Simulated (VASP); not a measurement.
Here is a VASP 6.6.1 calculation.

INCAR

```
SYSTEM = CdS
PREC = Accurate ; ENCUT = 520
EDIFF = 1E-7 ; ISMEAR = 0
SIGMA = 0.01 ; LREAL = .FALSE.
LASPH = .TRUE. ; NELM = 80
ALGO = Normal ; ISIF = 2
LWAVE = .FALSE. ; LCHARG = .TRUE.
GGA = PE ; LELF = .TRUE.
LVHAR = .TRUE. ; NBANDS = 26
```

The input KPOINTS:

```
regular mesh
0
G
  6 6 4
  0 0 0
```

POSCAR

```
CdS
1.0
    4.1500000000      0.0000000000      0.0000000000
   -2.0750000000      3.5940054300      0.0000000000
    0.0000000000      0.0000000000      6.7370000000
Cd S
2 2
Direct
    0.3273092369      0.6666666667      0.0000000000
    0.6666666667      0.3333333333      0.5000000000
    0.3333333333      0.6666666667      0.3750000000
    0.6666666667      0.3333333333      0.8750000000
```

Potentials or basis: VASP PAW PBE potentials, release 64 (Cd, S).

Command:

```console
$ cat potpaw_PBE.64/Cd/POTCAR potpaw_PBE.64/S/POTCAR > POTCAR
$ mpirun -np 1 vasp_std > vasp.out
```

Q: What does it give for the pressure?

A: 2.4 GPa.

Q: Estimate the band gap on the k mesh.

A: 1.20 eV, direct.

Stress tensor (GPa, compression positive):
```
2.22 0.22 0.16
0.22 2.21 0.01
0.16 0.01 2.85
```

As with any semilocal functional, this PBE gap is likely too small.
